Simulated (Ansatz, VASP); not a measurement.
**SrC2: VASP beside Ansatz**

File INCAR:

```
SYSTEM = SrC2
  ALGO = Normal
  EDIFF = 1E-6
  ENCUT = 520
  GGA = CA
  ISIF = 2
  ISMEAR = 0
  LASPH = .TRUE.
  LCHARG = .FALSE.
  LREAL = .FALSE.
  LWAVE = .FALSE.
  NBANDS = 16
  NELM = 80
  PREC = Accurate
  SIGMA = 0.05
```

Contents of KPOINTS:

```
k-points
0
G
  9 9 9
  0 0 0
```

POSCAR

```
SrC2
1.0
    2.6180186239      1.5115137573      2.3989288842
   -2.6180186239      1.5115137573      2.3989288842
    0.0000000000     -3.0230275145      2.3989288843
Sr C
1 2
Direct
    0.0000000000      0.0000000000      0.0000000000
    0.5915580000      0.5915580000      0.5915580000
    0.4084420000      0.4084420000      0.4084420000
```

Input for Ansatz:

```yaml
crystal:
  lattice:
    - [2.6180186239, 1.5115137573, 2.3989288842]
    - [-2.6180186239, 1.5115137573, 2.3989288842]
    - [0.0, -3.0230275145, 2.3989288843]
  atoms:
    - { symbol: Sr, position: [0.0, 0.0, 0.0] }
    - { symbol: C, position: [0.591558, 0.591558, 0.591558] }
    - { symbol: C, position: [0.408442, 0.408442, 0.408442] }
basis:
  ecutwfc: 420
kpoints:
  mp_grid: { grid: [9, 9, 9] }
hamiltonian:
  xc: lda
scf:
  occupations: { method: gaussian, width: 0.05 }
output:
  forces: true
  stress: true
  eigenvalues: true
```

Change from the starting cell: strain +0.040 along x and y, +0.040 along z, atoms carried along.

Alike in both runs: task single point; functional LDA; k mesh 9 × 9 × 9; occupations gaussian, width 0.05 eV; no spin polarisation.

```csv
,VASP,Ansatz
version,VASP 6.6.1,Ansatz 0.2.0
potentials or method,"VASP PAW LDA potentials, release 64 (Sr_sv, C), cutoff 520 eV","scalar-relativistic, plane waves, PAW"
valence electrons in the cell,18,18
```

|  | VASP | Ansatz | Ansatz less VASP |
| --- | --- | --- | --- |
| gap on the k mesh at the Fermi level (eV) | 1.81 | 1.83 | +0.028 |
| least direct gap on the mesh (eV) | 2.42 | 2.43 | +0.013 |
| pressure (GPa) | -12.7 | -13.0 | -0.26 |
| traceless stress, the component that is largest in VASP (GPa) | -9.41 | -9.64 | -0.232 |
| rms of the force components (eV/Å) | 1.522 | 1.556 | +0.0338 |

LDA's correlation is that of Perdew and Zunger in VASP and of Perdew and Wang (1992) in Ansatz. Atom by atom the forces differ by 0.034 eV/Å (rms over components).
